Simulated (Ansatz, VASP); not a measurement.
**Bi2Te3 in VASP and in Ansatz**

```
Bi Te
1.0
     2.14823    1.24028    9.95815
    -2.14823    1.24028    9.95815
     0.00000   -2.48057    9.95815
Bi Te
2 3
Cartesian
  0.0000 0.0000 17.9247
  0.0000 0.0000 11.9498
  0.0000 0.0000 23.6157
  0.0000 0.0000 6.2587
  0.0000 0.0000 0.0000
```

Alike in both runs: task single point; functional BLYP; k mesh 7 × 7 × 7; occupations fermi-dirac, width 0.05 eV; no spin polarisation.

|  | VASP | Ansatz |
| --- | --- | --- |
| version | VASP 6.6.1 | Ansatz 0.2.0 |
| potentials or method | VASP PAW PBE potentials, release 64 (Bi_d, Te) | Ansatz PAW |
| plane-wave cutoff (eV) | 520 | 420 |
| valence electrons in the cell | 48 | 78 |

```tsv
	VASP	Ansatz	Ansatz less VASP
gap on the k mesh at the Fermi level (eV)	0.28	0.29	+0.015
least direct gap on the mesh (eV)	0.28	0.29	+0.015
pressure (GPa)	10.1	9.8	-0.27
traceless stress, the component that is largest in VASP (GPa)	-0.07	-0.09	-0.016
rms of the force components (eV/Å)	0.185	0.166	-0.0197
```

VASP's potentials were made for PBE, not for BLYP. Atom by atom the forces differ by 0.020 eV/Å (rms over components). VASP's potentials hold 48 valence electrons a cell and Ansatz's 78, so a difference there can come from the potentials and not from the codes.

Spin-orbit coupling is off throughout. Noted on Ansatz's run: odd divisions of the mesh miss points on the zone boundary, where band edges often lie, so the gap on the mesh can be too wide.
